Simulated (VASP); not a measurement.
# TiH5 in VASP: further runs

TiH5 is run at these levels: PBE, LDA, PBEsol; tasks: single point.

All numbers are computed with VASP 6.6.1; they aren't measurements. Logs are shortened: lines on timing, memory, paths and dates and some standing lists are left out, and cuts for length are marked.

## 1. The cell of the first run

The cell holds a sheet with vacuum, 6 atoms: a = 3.058 Å, b = 3.058 Å, c = 30.887 Å, α = 90.00°, β = 90.00°, γ = 120.00°.

## 2. Single point, PBE

Contents of INCAR:

```
SYSTEM = TiH5
PREC = Accurate
ENCUT = 520
EDIFF = 1E-6
ISMEAR = -1
SIGMA = 0.05
LREAL = .False.
LASPH = .True.
NELM = 80
ALGO = Normal
ISIF = 2
LWAVE = .False.
LCHARG = .True.
GGA = PE
LELF = .True.
LVHAR = .True.
NBANDS = 18
```

Contents of KPOINTS:

```
Automatic mesh
0
Gamma
  10 10 1
  0 0 0
```

Contents of POSCAR:

```
TiH5
1.0
    3.0575400000      0.0000000000      0.0000000000
   -1.5287700000      2.6479000000      0.0000000000
    0.0000000000      0.0000000000     30.8867600000
Ti H
1 5
Direct
    0.6666700000      0.3333300000      0.2752000000
    0.3333300000      0.6666700000      0.3100500000
    0.3333300000      0.6666700000      0.2403500000
    0.6666700000      0.3333300000      0.2178000000
    0.6666700000      0.3333300000      0.3326000000
    0.0000000000      0.0000000000      0.2752000000
```

Potentials or basis: VASP PAW PBE potentials, release 64 (Ti_sv, H).

Launch:

```sh
$ cat potpaw_PBE.64/Ti_sv/POTCAR potpaw_PBE.64/H/POTCAR > POTCAR
$ mpirun -np 1 vasp_std > vasp.out
```

OUTCAR:

```text
SYSTEM = TiH5
   PREC = Accurate
   ENCUT = 520
   EDIFF = 1E-6
   ISMEAR = -1
   LREAL = .False.
   LASPH = .True.
   NELM = 80
   ISIF = 2
   GGA = PE

 ion  position               nearest neighbor table
   1  0.667  0.333  0.275-   6 1.77   6 1.77   6 1.77   4 1.77   5 1.77
   2  0.333  0.667  0.310-
   3  0.333  0.667  0.240-
   4  0.667  0.333  0.218-   1 1.77
   5  0.667  0.333  0.333-   1 1.77
   6  0.000  0.000  0.275-   1 1.77   1 1.77   1 1.77

  LATTYP: Found a hexagonal cell.
 ALAT       =     3.0575400000
 C/A-ratio  =    10.1018335001

  Lattice vectors:

 A1 = (   3.0575400000,   0.0000000000,   0.0000000000)
 A2 = (  -1.5287700000,   2.6479000000,   0.0000000000)
 A3 = (   0.0000000000,   0.0000000000,  30.8867600000)

Analysis of symmetry for initial positions (statically):
=====================================================================
 Subroutine PRICEL returns:
 Original cell was already a primitive cell.

 Routine SETGRP: Setting up the symmetry group for a
 hexagonal supercell.

 Subroutine GETGRP returns: Found  4 space group operations
 (whereof  2 operations were pure point group operations)
 out of a pool of 24 trial point group operations.

The static configuration has the point symmetry C_1h.
 The point group associated with its full space group is C_2v.

Analysis of symmetry for dynamics (positions and initial velocities):
=====================================================================
 Subroutine PRICEL returns:
 Original cell was already a primitive cell.

 Routine SETGRP: Setting up the symmetry group for a
 hexagonal supercell.

 Subroutine GETGRP returns: Found  4 space group operations
 (whereof  2 operations were pure point group operations)
 out of a pool of 24 trial point group operations.

The dynamic configuration has the point symmetry C_1h.
 The point group associated with its full space group is C_2v.

 Subroutine INISYM returns: Found  4 space group operations
 (whereof  2 operations are pure point group operations),
 and found     1 'primitive' translations

----------------------------------------------------------------------------------------

                                     Primitive cell

  volume of cell :     250.0611

  direct lattice vectors                    reciprocal lattice vectors
     3.057540000  0.000000000  0.000000000     0.327060316  0.188828883  0.000000000
    -1.528770000  2.647900000  0.000000000     0.000000000  0.377657767  0.000000000
     0.000000000  0.000000000 30.886760000     0.000000000  0.000000000  0.032376332

  length of vectors
     3.057540000  3.057533667 30.886760000     0.377656984  0.377657767  0.032376332

  position of ions in fractional coordinates (direct lattice)
     0.666670000  0.333330000  0.275200000
     0.333330000  0.666670000  0.310050000
     0.333330000  0.666670000  0.240350000
     0.666670000  0.333330000  0.217800000
     0.666670000  0.333330000  0.332600000
     0.000000000  0.000000000  0.275200000

  ion indices of the primitive-cell ions
   primitive index   ion index
                 1           1
                 2           2
                 3           3
                 4           4
                 5           5
                 6           6

----------------------------------------------------------------------------------------

 KPOINTS: Automatic mesh

Automatic generation of k-mesh.
 Grid dimensions read from file:
 generate k-points for:   10   10    1

 Generating k-lattice:

  Cartesian coordinates                     Fractional coordinates (reciprocal lattice)
     0.032706032  0.018882888  0.000000000     0.100000000  0.000000000  0.000000000
     0.000000000  0.037765777  0.000000000     0.000000000  0.100000000  0.000000000
     0.000000000  0.000000000  0.032376332     0.000000000  0.000000000  1.000000000

  Length of vectors
     0.037765698  0.037765777  0.032376332

  Shift w.r.t. Gamma in fractional coordinates (k-lattice)
     0.000000000  0.000000000  0.000000000

 Subroutine IBZKPT returns following result:
 ===========================================

 Found     31 irreducible k-points:

 Following reciprocal coordinates:
            Coordinates               Weight
  0.000000  0.000000  0.000000      1.000000
  0.100000 -0.000000  0.000000      4.000000
 -0.100000  0.100000  0.000000      2.000000
  0.200000 -0.000000  0.000000      4.000000
 -0.200000  0.200000  0.000000      2.000000
  0.300000  0.000000  0.000000      4.000000
[... 16 lines left out ...]
  0.200000  0.200000  0.000000      2.000000
 -0.200000  0.400000  0.000000      4.000000
 [... further k-points ...]
   k-points           NKPTS =     31   k-points in BZ     NKDIM =     31   number of bands    NBANDS=     18
   number of dos      NEDOS =    301   number of ions     NIONS =      6
   total plane-waves  NPLWV = 138240
   dimension x,y,z NGX =    24 NGY =   24 NGZ =  240
   dimension x,y,z NGXF=    48 NGYF=   48 NGZF=  480
   ions per type =               1   5
   NGX,Y,Z   is equivalent  to a cutoff of  13.05, 13.05, 12.92 a.u.
   NGXF,Y,Z  is equivalent  to a cutoff of  26.10, 26.10, 25.84 a.u.
 SYSTEM =  TiH5
   PREC   = accura    normal or accurate (medium, high low for compatibility)
   ISTART =      0    job   : 0-new  1-cont  2-samecut
   ICHARG =      2    charge: 1-file 2-atom 10-const
   ISPIN  =      1    spin polarized calculation?
   LNONCOLLINEAR =      F non collinear calculations
   LSORBIT =      F    spin-orbit coupling
   LASPH  =      T    aspherical Exc in radial PAW
   ENCUT  =  520.0 eV  38.22 Ry    6.18 a.u.   5.68  5.68 57.43*2*pi/ulx,y,z
   NELM   =     80;   NELMIN=  2; NELMDL= -5     # of ELM steps
   EDIFF  = 0.1E-05   stopping-criterion for ELM
   LREAL  =      F    real-space projection
   EDIFFG = 0.1E-04   stopping-criterion for IOM
   NSW    =      0    number of steps for IOM
   IBRION =     -1    ionic relax: 0-MD 1-quasi-New 2-CG
   NFREE  =      0    steps in history (QN), initial steepest desc. (CG)
   ISIF   =      2    stress and relaxation
   ISYM   =      2    0-nonsym 1-usesym 2-fastsym
   POTIM  = 0.5000    time-step for ionic-motion
   TEBEG  =    0.0;   TEEND  =   0.0 temperature during run
   PSTRESS=    0.0 pullay stress
   NELECT =      17.0000    total number of electrons
   NUPDOWN=      -1.0000    fix difference up-down
   EMIN   =  10.00;   EMAX   =-10.00  energy-range for DOS
   EFERMI =   0.00;   METHOD = LEGACY
   ISMEAR =    -1;   SIGMA  =   0.05  broadening in eV -4-tet -1-fermi 0-gaus
   EFERMI_NEDOS =   21; number of points for ismear=-14 and -15
   IALGO  =     38    algorithm
   IMIX   =      4    mixing-type and parameters
     AMIX     =   0.40;   BMIX     =  1.00
     AMIX_MAG =   1.60;   BMIX_MAG =  1.00
  volume/ion in A,a.u.               =      41.68       281.25
  Fermi-wavevector in a.u.,A,eV,Ry     =   0.668153  1.262626  6.074024  0.446428
  Thomas-Fermi vector in A             =   1.742978
   LORBIT       =      0    0 simple, 1 ext, 2 COOP (PROOUT), +10 PAW based schemes
   GGA     = PE    functional components
   LHFCALC =     F    Hartree Fock is set to
   AEXX    =    0.0000 exact exchange contribution
   IVDW    =     0    specifies the selected vdW correction
   LEPSILON=     F    determine dielectric tensor
   LRPA    =     F    only Hartree local field effects (RPA)
 non-spin polarized calculation
  energy-cutoff  :      520.00
  volume of cell :      250.06
 maximum number of plane-waves:      6761
   NGX = 11   NGY = 11   NGZ =115

 number of electron      16.9999999 magnetization

 Free energy of the ion-electron system (eV)
  ---------------------------------------------------
  ext. energy  EPLUGINS =         0.00000000
  ---------------------------------------------------
  free energy    TOTEN  =       -23.45885918 eV

  energy without entropy =      -23.44829224  energy(sigma->0) =      -23.45357571

 E-fermi :  -4.6897     XC(G=0):  -1.9441

 val. band max:       -4.6953011976   @ k =  -0.4000   0.3000   0.0000
 cond. band min:      -4.4288535071   @ k =   0.2000   0.2000   0.0000
 fundamental gap:      0.2664476905
 Fermi energy:        -4.6896584126

 k-point     1 :       0.0000    0.0000    0.0000
  band No.  band energies     occupation
      1     -61.5388      2.00000
      2     -37.6905      2.00000
      3     -37.6627      2.00000
      4     -37.6627      2.00000
      5     -13.7386      2.00000
      6      -9.7966      2.00000
[... 10 lines left out ...]
     17       1.7640      0.00000
     18       1.8548      0.00000

 k-point     2 :       0.1000   -0.0000    0.0000
  band No.  band energies     occupation
      1     -61.5339      2.00000
      2     -37.7009      2.00000
      3     -37.6852      2.00000
      4     -37.6706      2.00000
      5     -13.5003      2.00000
      6      -9.6807      2.00000
[... 10 lines left out ...]
     17       1.9587      0.00000
     18       2.0416      0.00000

 k-point     3 :      -0.1000    0.1000    0.0000
  band No.  band energies     occupation
      1     -61.5339      2.00000
      2     -37.7010      2.00000
      3     -37.6852      2.00000
      4     -37.6705      2.00000
      5     -13.5003      2.00000
      6      -9.6807      2.00000
[... 10 lines left out ...]
     17       1.9587      0.00000
     18       2.0416      0.00000

 k-point     4 :       0.2000   -0.0000    0.0000
  band No.  band energies     occupation
      1     -61.5211      2.00000
      2     -37.7999      2.00000
      3     -37.6910      2.00000
      4     -37.6713      2.00000
      5     -12.8235      2.00000
      6      -9.3452      2.00000
[... 375 lines left out ...]
      4     -37.6348      2.00000
      5     -10.1390      2.00000
      6      -9.1281      2.00000
[... 10 lines left out ...]
     17       5.1403      0.00000
     18       5.7158      0.00000

 k-point    23 :       0.2000    0.2000    0.0000
  band No.  band energies     occupation
      1     -61.4977      2.00000
      2     -37.9394      2.00000
      3     -37.7648      2.00000
      4     -37.6461      2.00000
      5     -11.2716      2.00000
      6      -8.5749      2.00000
[... 10 lines left out ...]
     17       3.9399      0.00000
     18       4.2184      0.00000

 k-point    24 :      -0.2000    0.4000    0.0000
  band No.  band energies     occupation
      1     -61.4977      2.00000
      2     -37.9394      2.00000
      3     -37.7648      2.00000
      4     -37.6461      2.00000
      5     -11.2716      2.00000
      6      -8.5749      2.00000
[... 10 lines left out ...]
     17       3.9399      0.00000
     18       4.2184      0.00000

 [... further k-points ...]
[... 5 lines left out ...]
  --------------------------------------------------------------------------------------
  -------------------------------------------------------------------------------------
  Total       -0.0386524     -0.0388089     -0.0598011     -0.0001357      0.0000000      0.0000000
  in kB       -0.2476515     -0.2486541     -0.3831546     -0.0008695      0.0000000      0.0000000
  external PRESSURE =      -0.2931534 kB  Pullay stress =       0.0000000 kB

 VOLUME and BASIS-vectors are now :
 -----------------------------------------------------------------------------
  energy-cutoff  :      520.00
  volume of cell :      250.06
      direct lattice vectors                 reciprocal lattice vectors
     3.057540000  0.000000000  0.000000000     0.327060316  0.188828883  0.000000000
    -1.528770000  2.647900000  0.000000000     0.000000000  0.377657767  0.000000000
     0.000000000  0.000000000 30.886760000     0.000000000  0.000000000  0.032376332

 POSITION                                       TOTAL-FORCE (eV/Angst)
 -----------------------------------------------------------------------------------
      1.52879      0.88262      8.50004        -0.000239      0.000138      0.000000
     -0.00002      1.76528      9.57644         0.000025     -0.000015     -0.003336
     -0.00002      1.76528      7.42363         0.000025     -0.000015      0.003336
      1.52879      0.88262      6.72714         0.000036     -0.000021     -0.002681
      1.52879      0.88262     10.27294         0.000036     -0.000021      0.002681
      0.00000      0.00000      8.50004         0.000118     -0.000068      0.000000
 -----------------------------------------------------------------------------------
    total drift:                                0.000007      0.000011      0.000042

  FREE ENERGIE OF THE ION-ELECTRON SYSTEM (eV)
  ---------------------------------------------------
  free  energy   TOTEN  =       -23.4588591836 eV

  energy  without entropy=      -23.4482922398  energy(sigma->0) =      -23.45357571
```

It took 6 min on 1 thread of Intel Xeon 8259CL, shared host; peak memory 0.43 GiB.

Results:

```yaml
Free_energy: -23.4589 eV
Largest_force: 0.003 eV/Å
Band_gap_on_the_k_mesh: zero (an odd number of electrons rules out a gap without spin polarisation)
```

Forces in eV/Å, atoms in the order of the input:
```
Ti   0.000  0.000  0.000
H    0.000  0.000 -0.003
H    0.000  0.000  0.003
H    0.000  0.000 -0.003
H    0.000  0.000  0.003
H    0.000  0.000  0.000
```

Levels at points of the mesh, in eV from the Fermi level:
```
           k point  band 6  band 7  band 8  band 9  band 10  band 11  band 12  band 13
(0.00, 0.00, 0.00)   -5.11   -3.88    0.44    0.44     2.25     2.25     3.37     3.45
(0.50, 0.00, 0.00)   -4.59   -3.30   -2.24   -0.68     1.75     2.82     4.17     4.67
(0.50, 0.50, 0.00)   -4.59   -3.30   -2.24   -0.68     1.75     2.82     4.17     4.67
```

## 3. Single point, LDA

Contents of INCAR:

```
PREC = Accurate ; ENCUT = 520
EDIFF = 1E-7 ; ISMEAR = -1
SIGMA = 0.05 ; LREAL = False
LASPH = True ; NELM = 80
ALGO = Normal ; ISIF = 2
LWAVE = False ; LCHARG = True
LELF = True ; LVHAR = True
NBANDS = 18
```

Contents of KPOINTS:

```
Automatic mesh
0
Gamma
  10 10 1
```

POSCAR is that of step 2.

Potentials or basis: VASP PAW LDA potentials, release 64 (Ti_sv, H).

Launch:

```sh
$ cat potpaw_LDA.64/Ti_sv/POTCAR potpaw_LDA.64/H/POTCAR > POTCAR
$ mpirun -np 1 vasp_std > vasp.out
```

Run time: 6.3 min. Hardware: 1 thread of Intel Xeon 8259CL, shared host; peak memory 0.35 GiB.

Results (log left out):

```
Free energy            : -25.1418 eV
Largest force          : 0.100 eV/Å
Band gap on the k mesh : zero (an odd number of electrons rules out a gap without spin polarisation)
```

Forces on the atoms (eV/Å):
```
Ti   0.000  0.000  0.000
H    0.000  0.000 -0.069
H    0.000  0.000  0.069
H    0.000  0.000  0.100
H    0.000  0.000 -0.100
H    0.000  0.000  0.000
```

Levels at points of the mesh, in eV from the Fermi level:
```csv
k point,band 7,band 8,band 9,band 10,band 11,band 12
"(0.00, 0.00, 0.00)",-3.87,0.39,0.39,2.16,2.16,3.43
"(0.50, 0.00, 0.00)",-3.32,-2.21,-0.67,1.65,2.81,4.18
"(0.50, 0.50, 0.00)",-3.32,-2.21,-0.67,1.65,2.81,4.18
```

(Continued in part 2 of 2.)
